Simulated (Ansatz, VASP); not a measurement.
**One calculation of MgH2, two programs**

File POSCAR:

```
MgH2
1.0
    4.4848772637      0.0000000000      0.0000000000
    0.0000000000      4.4848772637      0.0000000000
    0.0000000000      0.0000000000      2.9964754811
Mg H
2 4
Direct
    0.0000000000      0.0000000000      0.0000000000
    0.5000000000      0.5000000000      0.5000000000
    0.3046815063      0.3046815063      0.0000000000
    0.1953184937      0.8046815063      0.5000000000
    0.8046815063      0.1953184937      0.5000000000
    0.6953184937      0.6953184937      0.0000000000
```

INCAR.step1

```
SYSTEM = MgH2
ALGO = Normal ; EDIFF = 1E-4
ENCUT = 520 ; GGA = PE
ISMEAR = 0 ; LASPH = .TRUE.
LCHARG = .FALSE. ; LREAL = .FALSE.
LWAVE = .TRUE. ; NBANDS = 13
NELM = 60 ; PREC = Accurate
SIGMA = 0.01
```

Contents of INCAR.step2:

```
SYSTEM = MgH2
ALGO = Normal ; EDIFF = 1E-6
ENCUT = 520 ; ISIF = 2
ISMEAR = 0 ; ISTART = 1
LASPH = .TRUE. ; LCHARG = .FALSE.
LMIXTAU = .TRUE. ; LREAL = .FALSE.
LWAVE = .FALSE. ; METAGGA = R2SCAN
NBANDS = 13 ; NELM = 60
PREC = Accurate ; SIGMA = 0.01
```

Contents of KPOINTS:

```
k-points
0
G
  6 6 8
  0 0 0
```

Input for Ansatz:

```yaml
crystal:
  lattice:
    - [4.4848772637, 0.0, 0.0]
    - [0.0, 4.4848772637, 0.0]
    - [0.0, 0.0, 2.9964754811]
  atoms:
    - { symbol: Mg, position: [0.0, 0.0, 0.0] }
    - { symbol: Mg, position: [0.5, 0.5, 0.5] }
    - { symbol: H, position: [0.3046815063, 0.3046815063, 0.0] }
    - { symbol: H, position: [0.1953184937, 0.8046815063, 0.5] }
    - { symbol: H, position: [0.8046815063, 0.1953184937, 0.5] }
    - { symbol: H, position: [0.6953184937, 0.6953184937, 0.0] }
kpoints:
  mp_grid: { grid: [6, 6, 8] }
  band_path:
    path:
      - [0.0, 0.0, 0.0]
      - [0.0, 0.5, 0.0]
      - [0.5, 0.5, 0.0]
      - [0.0, 0.0, 0.5]
      - [0.0, 0.5, 0.5]
      - [0.5, 0.5, 0.5]
      - [0.15625, 0.15625, -0.085937]
      - [0.395833, 0.395833, -0.5]
      - [0.35, 0.35, 0.5]
    npoints: 1
hamiltonian:
  xc: r2scan
scf:
  occupations: { method: fixed }
  n_extra_bands: 5
output:
  forces: true
  stress: true
  eigenvalues: true
```

Alike in both runs: task single point; functional r2SCAN; k mesh 6 × 6 × 8; no spin polarisation.

|  | VASP | Ansatz |
| --- | --- | --- |
| version | VASP 6.6.1 | Ansatz 0.2.0 |
| potentials or method | VASP PAW PBE potentials, release 64 (Mg, H) | plane waves, PAW |
| plane-wave cutoff (eV) | 520 | 500 |
| occupations | gaussian, width 0.01 eV | fixed |
| valence electrons in the cell | 8 | 24 |

VASP gave:

```
gap on the k mesh at the Fermi level (eV)                     : 4.46
pressure (GPa)                                                : -0.4
traceless stress, the component that is largest in VASP (GPa) : -0.08
```

Problem. Estimate Ansatz's values.

Solution. gap on the k mesh at the Fermi level (eV): 4.48; pressure (GPa): 0.0; traceless stress, the component that is largest in VASP (GPa): 0.01.

VASP's potentials were made for PBE, not for r2SCAN. VASP's potentials hold 8 valence electrons a cell and Ansatz's 24, so a difference there can come from the potentials and not from the codes.
